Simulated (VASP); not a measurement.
Wanted: the native input for a VASP 6.6.1 run.

```yaml
Task: single point
Functional: PBE
Potentials_or_basis: VASP PAW PBE potentials, release 64 (Ru_pv, Al)
Cutoff: 520 eV
k_mesh: 11 × 11 × 11
Occupations: fermi-dirac, width 0.08 eV
Spin: no spin polarisation
Dipole_correction: no
Further_INCAR_settings: ALGO = Normal; EDIFF = 1e-07; NBANDS = 16
```

The structure of AlRu (zincblende type) lies in POSCAR:

```
AlRu
1.0
    0.0000000000      2.7598559307      2.7598559307
    2.7598559307      0.0000000000      2.7598559307
    2.7598559307      2.7598559307      0.0000000000
Ru Al
1 1
Direct
    0.0000000000      0.0000000000      0.0000000000
    0.2500000000      0.2500000000      0.2500000000
```

These files were run (other wordings do the same):

INCAR

```
  ALGO = Normal
  EDIFF = 1E-7
  ENCUT = 520
  GGA = PE
  ISIF = 2
  ISMEAR = -1
  LASPH = T
  LCHARG = F
  LREAL = F
  LWAVE = F
  NBANDS = 16
  NELM = 80
  PREC = Accurate
  SIGMA = 0.08
```

KPOINTS

```
k-points
0
Gamma
  11 11 11
```

Potentials or basis: VASP PAW PBE potentials, release 64 (Ru_pv, Al).

Command:

```bash
$ cat potpaw_PBE.64/Ru_pv/POTCAR potpaw_PBE.64/Al/POTCAR > POTCAR
$ mpirun -np 1 vasp_std > vasp.out
```

It gave:

```yaml
Pressure: 0.0 GPa
```

Run time: 16 s on 1 thread of Intel(R) Xeon(R) 6975P-C (Granite Rapids) (shared host), peak memory 0.18 GiB.
